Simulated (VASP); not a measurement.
SnTe2: single point with r2SCAN

The system is SnTe2.

```
Sn Te
1.0
     0.00000    3.70104    3.70104
     3.70104    0.00000    3.70104
     3.70104    3.70104    0.00000
Sn Te
1 2
Direct
  0.00000 0.00000 0.00000
  0.25000 0.25000 0.25000
  0.75000 0.75000 0.75000
```

```
Program             : VASP 6.6.1
Task                : single point
Functional          : r2SCAN
Potentials or basis : VASP PAW PBE potentials, release 64 (Sn_d, Te)
Cutoff              : 520 eV
k mesh              : 6 × 6 × 6
Occupations         : fermi-dirac, width 0.02 eV
Spin                : no spin polarisation
```

| Property | Result |
| --- | --- |
| Pressure | 0.0 GPa |
| Band gap on the k mesh | zero (band 13 reaches 6.00 eV, above the bottom of band 14 at 3.91 eV) |

Levels at points of the mesh, in eV from the Fermi level:
| k point | band 10 | band 11 | band 12 | band 13 | band 14 | band 15 | band 16 | band 17 |
| --- | --- | --- | --- | --- | --- | --- | --- | --- |
| (0.00, 0.00, 0.00) | -2.76 | -2.76 | -1.47 | -1.47 | -1.47 | 1.82 | 1.82 | 1.82 |
| (0.50, 0.00, 0.00) | -3.08 | -2.50 | -1.94 | -1.94 | 0.81 | 3.49 | 3.49 | 4.80 |
| (0.50, 0.50, 0.00) | -4.46 | -1.62 | 0.48 | 0.48 | 1.13 | 2.49 | 4.45 | 4.45 |

Wall time 80 s on 1 thread of AMD EPYC 9R45 96-Core Processor (Zen 5), on a shared host, peak memory 0.24 GiB.

Caveat: the PAW data sets were made with another functional, which shifts forces and pressure a little; spin-orbit coupling is left out, which moves the levels of the heavy elements.
